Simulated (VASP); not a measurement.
Wanted: the native input for a VASP 6.6.1 run.

```yaml
Task: density of states
Functional: PBE
Potentials_or_basis: VASP PAW PBE potentials, release 64 (Cs_sv, Li_sv)
Cutoff: 520 eV
k_mesh: 6 × 6 × 6
Occupations: gaussian, width 0.1 eV
Spin: no spin polarisation
Dipole_correction: no
k_mesh_for_the_DOS: 9 × 9 × 9
Occupations_for_the_DOS: tetrahedron
Further_INCAR_settings: ALGO = Normal; EDIFF = 1e-06; NBANDS = 24
```

The system is Cs3Li2.

```
Cs Li
1.0
     7.56649    0.00000    0.00000
     0.00000    7.56649    0.00000
     0.00000    0.00000    7.56649
Cs Li
3 2
Cartesian
  0.0000 3.7832 3.7832
  3.7832 0.0000 3.7832
  3.7832 3.7832 0.0000
  3.7832 3.7832 3.7832
  0.0000 0.0000 0.0000
```

One way to write it, as run:

POSCAR

```
Cs3Li2
1.0
    7.5664897480      0.0000000000      0.0000000000
    0.0000000000      7.5664897480      0.0000000000
    0.0000000000      0.0000000000      7.5664897480
Cs Li
3 2
Direct
    0.0000000000      0.5000000000      0.5000000000
    0.5000000000      0.0000000000      0.5000000000
    0.5000000000      0.5000000000      0.0000000000
    0.5000000000      0.5000000000      0.5000000000
    0.0000000000      0.0000000000      0.0000000000
```

INCAR.step1

```
SYSTEM = Cs3Li2
PREC = Accurate
ENCUT = 520
EDIFF = 1E-6
ISMEAR = 0
SIGMA = 0.1
LREAL = .False.
LASPH = .True.
NELM = 100
ALGO = Normal
ISIF = 2
LWAVE = .False.
LCHARG = .True.
GGA = PE
NBANDS = 24
```

KPOINTS.step1

```
regular mesh
0
Gamma
  6 6 6
  0 0 0
```

INCAR.step2

```
SYSTEM = Cs3Li2
PREC = Accurate
ENCUT = 520
EDIFF = 1E-6
ISMEAR = -5
SIGMA = 0.1
LREAL = .False.
LASPH = .True.
NELM = 100
ALGO = Normal
ISIF = 2
LWAVE = .False.
LCHARG = .False.
GGA = PE
LORBIT = 11
NBANDS = 24
NEDOS = 2001
ICHARG = 11
```

KPOINTS.step2

```
regular mesh
0
Gamma
  9 9 9
  0 0 0
```

Potentials or basis: VASP PAW PBE potentials, release 64 (Cs_sv, Li_sv).

The run is started by

```bash
$ cat potpaw_PBE.64/Cs_sv/POTCAR potpaw_PBE.64/Li_sv/POTCAR > POTCAR
$ cp INCAR.step1 INCAR
$ cp KPOINTS.step1 KPOINTS
$ mpirun -np 1 vasp_std > vasp.out
$ cp INCAR.step2 INCAR
$ cp KPOINTS.step2 KPOINTS
$ mpirun -np 1 vasp_std > vasp.out
```

It gave:

```yaml
Valence_electrons_inside_the_program's_atomic_spheres: Cs 6.55; Li 2.07, 2.04
```

Caveat: spin-orbit coupling is left out, which moves the levels of the heavy elements.

Run time: 5.6 min on 1 thread of AMD EPYC 7R43 64-Core Processor (Zen 3), with other jobs on the host, peak memory 0.53 GiB.
